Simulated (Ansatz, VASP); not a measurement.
**ZrGa3: VASP beside Ansatz**

The input INCAR:

```
PREC = Accurate
ENCUT = 520
EDIFF = 1E-8
ISMEAR = -1
SIGMA = 0.03
LREAL = F
LASPH = T
NELM = 60
ALGO = Normal
ISIF = 2
LWAVE = F
LCHARG = F
LEFG = T
NBANDS = 34
```

Contents of KPOINTS:

```
regular mesh
0
Gamma
  12 12 12
```

File POSCAR:

```
ZrGa3
1.0
   -1.9586656294      1.9586656294      4.3055130394
    1.9586656294     -1.9586656294      4.3055130394
    1.9586656294      1.9586656294     -4.3055130394
Zr Ga
1 3
Direct
    0.0000000000      0.0000000000      0.0000000000
    0.5000000000      0.5000000000      0.0000000000
    0.7500000000      0.2500000000      0.5000000000
    0.2500000000      0.7500000000      0.5000000000
```

Input for Ansatz:

```yaml
crystal:
  lattice:
    - [-1.9586656294, 1.9586656294, 4.3055130394]
    - [1.9586656294, -1.9586656294, 4.3055130394]
    - [1.9586656294, 1.9586656294, -4.3055130394]
  atoms:
    - { symbol: Zr, position: [0.0, 0.0, 0.0] }
    - { symbol: Ga, position: [0.5, 0.5, 0.0] }
    - { symbol: Ga, position: [0.75, 0.25, 0.5] }
    - { symbol: Ga, position: [0.25, 0.75, 0.5] }
kpoints:
  mp_grid: { grid: [12, 12, 12] }
scf:
  occupations: { method: fermi_dirac, width: 0.03 }
hamiltonian:
  xc: lda
  pseudopotentials: { kind: all_electron, datasets: crystal }
output:
  forces: true
  stress: true
  eigenvalues: true
  efg: { contact_densities: true }
```

Change from the starting cell: volume scaled by 0.96, crystal datasets.

Alike in both runs: task electric field gradients; functional LDA; k mesh 12 × 12 × 12; occupations fermi-dirac, width 0.03 eV; no spin polarisation.

|  | VASP | Ansatz |
| --- | --- | --- |
| version | VASP 6.6.1 | Ansatz 0.2.0 |
| potentials or method | VASP PAW LDA potentials, release 64 (Zr_sv, Ga_d), cutoff 520 eV | all-electron PAW with datasets made for the crystal, scalar-relativistic |

Ansatz gave:

```
pressure (GPa)                                                : -1.1
traceless stress, the component that is largest in VASP (GPa) : 6.79
size of Vzz on the site where it differs most (V/Å²)          : 100.3
```

Problem. Which values does VASP return?

Solution. Pressure (GPa): -0.9; traceless stress, the component that is largest in VASP (GPa): 6.77; size of Vzz on the site where it differs most (V/Å²): 98.6.

LDA's correlation is that of Perdew and Zunger in VASP and of Perdew and Wang (1992) in Ansatz. Ansatz ran all-electron here, and VASP with PAW potentials.
